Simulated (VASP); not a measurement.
**BN: single point with PBE**

Crystal: BN.

```xyz
2
Lattice="0.0000 1.7563 1.7563 1.7563 0.0000 1.7563 1.7563 1.7563 0.0000" Properties=species:S:1:pos:R:3 pbc="T T T"
B     0.0000    0.0000    0.0000
N     2.6344    2.6344    2.6344
```

This cell differs from its parent crystal: volume scaled by 0.91.

```
Program             : VASP 6.6.1
Task                : single point
Functional          : PBE
Potentials or basis : VASP PAW PBE potentials, release 64 (B, N)
Cutoff              : 520 eV
k mesh              : 12 × 12 × 12
Occupations         : gaussian, width 0.02 eV
Spin                : no spin polarisation
```

```yaml
Pressure: 42.2 GPa
Band_gap_on_the_k_mesh: 4.55 eV, indirect (least direct gap 9.23 eV)
```

Levels at points of the mesh, in eV from the valence-band top:
| k point | band 1 | band 2 | band 3 | band 4 | band 5 | band 6 | band 7 | band 8 |
| --- | --- | --- | --- | --- | --- | --- | --- | --- |
| (0.00, 0.00, 0.00) | -21.25 | 0.00 | 0.00 | 0.00 | 9.23 | 9.23 | 9.23 | 11.79 |
| (0.50, 0.00, 0.00) | -16.61 | -11.51 | -2.11 | -2.11 | 11.18 | 11.18 | 11.30 | 16.15 |
| (0.50, 0.50, 0.00) | -15.12 | -9.50 | -5.35 | -5.35 | 4.55 | 9.71 | 19.28 | 19.28 |

Wall time 6.9 s on 1 thread of Intel(R) Xeon(R) Platinum 8259CL CPU @ 2.50GHz (Skylake/Cascade Lake) (shared host), peak memory 0.12 GiB.

 A k mesh can miss the band edges.
